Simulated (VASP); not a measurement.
CaAl2Sb2:

```
CELL_PARAMETERS angstrom
4.49868 0.00000 0.00000
-2.24934 3.89598 0.00000
0.00000 0.00000 7.73143
ATOMIC_POSITIONS crystal
Ca 0.00000 0.00000 0.00000
Al 0.33330 0.66670 0.62930
Al 0.66670 0.33330 0.37070
Sb 0.33330 0.66670 0.26217
Sb 0.66670 0.33330 0.73783
```

| Item | Value |
| --- | --- |
| Program | VASP 6.6.1 |
| Task | relaxation of cell and atoms |
| Functional | PBE |
| Potentials or basis | VASP PAW PBE potentials, release 64 (Ca_sv, Al, Sb) |
| Cutoff | 600 eV |
| k mesh | 5 × 5 × 3 |
| Occupations | fermi-dirac, width 0.1 eV |
| Spin | no spin polarisation |

At the start: pressure 2.1 GPa; volume 27.10 Å³/atom.

**Question.** Where does the relaxation end?

**Answer.** Over 49 steps the energy falls by 79.0 meV/atom and the volume is 26.37 Å³/atom (-2.7 %); space group P-3m1 (No. 164, to 0.1 Å) before and after.

Step by step:
| step | energy change (eV) | largest force (eV/Å) | pressure (GPa) | volume (Å³) |
| --- | --- | --- | --- | --- |
| 1 | 0.0000 | 0.2790 | 2.11 | 135.51 |
| 3 | -0.0683 | 0.0718 | -0.39 | 143.64 |
| 5 | -0.1050 | 0.3205 | 0.26 | 141.14 |
| 7 | -0.1168 | 0.5118 | 0.84 | 139.37 |
| 9 | -0.1268 | 0.6766 | 1.16 | 138.18 |
| 11 | -0.1549 | 0.7940 | 0.76 | 138.57 |
| 13 | -0.2058 | 0.4699 | -0.24 | 140.60 |
| 15 | -0.2167 | 0.2507 | -0.95 | 142.29 |
| 17 | -0.2494 | 0.2651 | -0.14 | 138.48 |
| 19 | -0.2543 | 0.2905 | 0.38 | 136.37 |
| 21 | -0.2841 | 0.2301 | 0.40 | 135.58 |
| 23 | -0.2957 | 0.0647 | -0.57 | 137.79 |
| 25 | -0.3378 | 0.0691 | -0.21 | 134.15 |
| 27 | -0.3662 | 0.1018 | 0.27 | 131.51 |
| 29 | -0.3712 | 0.1434 | 0.55 | 130.43 |
| 31 | -0.3777 | 0.1676 | 0.69 | 129.78 |
| 33 | -0.3876 | 0.1101 | 0.31 | 130.85 |
| 35 | -0.3928 | 0.0539 | -0.20 | 132.40 |
| 37 | -0.3939 | 0.0694 | -0.02 | 131.93 |
| 39 | -0.3940 | 0.0762 | 0.05 | 131.73 |
| 41 | -0.3948 | 0.0245 | 0.05 | 131.70 |
| 43 | -0.3950 | 0.0204 | 0.06 | 131.68 |
| 45 | -0.3950 | 0.0163 | -0.03 | 131.92 |
| 47 | -0.3951 | 0.0101 | 0.01 | 131.85 |
| 49 | -0.3952 | 0.0018 | 0.01 | 131.87 |

Final structure:
```xyz
5
Lattice="5.0314 0.0039 0.0004 -2.5123 4.3593 -0.0004 0.0007 -0.0004 6.0095" Properties=species:S:1:pos:R:3 pbc="T T T"
Ca    0.0000    0.0000    0.0000
Al    0.0020    2.9076    4.3312
Al    2.5177    1.4552    1.6783
Sb    0.0021    2.9076    1.5545
Sb    2.5177    1.4552    4.4550
```

Caveat: a cell axis changed by over 15 % at a fixed basis, so the end point is rough.
